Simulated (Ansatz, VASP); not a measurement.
**Tl: VASP beside Ansatz**

The input INCAR:

```
PREC = Accurate
ENCUT = 520
EDIFF = 1E-7
ISMEAR = 0
SIGMA = 0.15
LREAL = F
LASPH = T
NELM = 80
ALGO = Fast
ISIF = 2
LWAVE = F
LCHARG = F
GGA = PS
NBANDS = 20
```

KPOINTS

```
regular mesh
0
Gamma
  18 18 10
```

POSCAR

```
Tl
1.0
    3.7324782250      0.0000000000      0.0000000000
   -1.8662391125      3.2324209619      0.0000000000
    0.0000000000      0.0000000000      5.5250000000
Tl
2
Direct
    0.3333333333      0.6666666667      0.2500000000
    0.6666666667      0.3333333333      0.7500000000
```

Input for Ansatz:

```yaml
crystal:
  lattice:
    - [3.732478225, 0.0, 0.0]
    - [-1.8662391125, 3.2324209619, 0.0]
    - [0.0, 0.0, 5.525]
  atoms:
    - { symbol: Tl, position: [0.3333333333, 0.6666666667, 0.25] }
    - { symbol: Tl, position: [0.6666666667, 0.3333333333, 0.75] }
basis:
  ecutwfc: 420
kpoints:
  mp_grid: { grid: [18, 18, 10] }
hamiltonian:
  xc: pbesol
scf:
  occupations: { method: gaussian, width: 0.15 }
output:
  forces: true
  stress: true
  eigenvalues: true
```

Change from the starting cell: strain +0.080 along x and y, +0.000 along z, atoms carried along.

Alike in both runs: task single point; functional PBEsol; k mesh 18 × 18 × 10; occupations gaussian, width 0.15 eV; no spin polarisation.

```csv
,VASP,Ansatz
version,VASP 6.6.1,Ansatz 0.2.0
potentials or method,"VASP PAW PBE potentials, release 64 (Tl_d), cutoff 520 eV","scalar-relativistic, plane waves, PAW"
valence electrons in the cell,26,26
```

```csv
,VASP,Ansatz,Ansatz less VASP
gap on the k mesh at the Fermi level (eV),none,none,-
pressure (GPa),-3.5,-3.5,+0.05
"traceless stress, the component that is largest in VASP (GPa)",0.43,0.43,+0.001
```

VASP's potentials were made for PBE, not for PBEsol. A gap of «none» marks a metal or a gap that the smearing closes.

Neither program's run includes spin-orbit coupling.
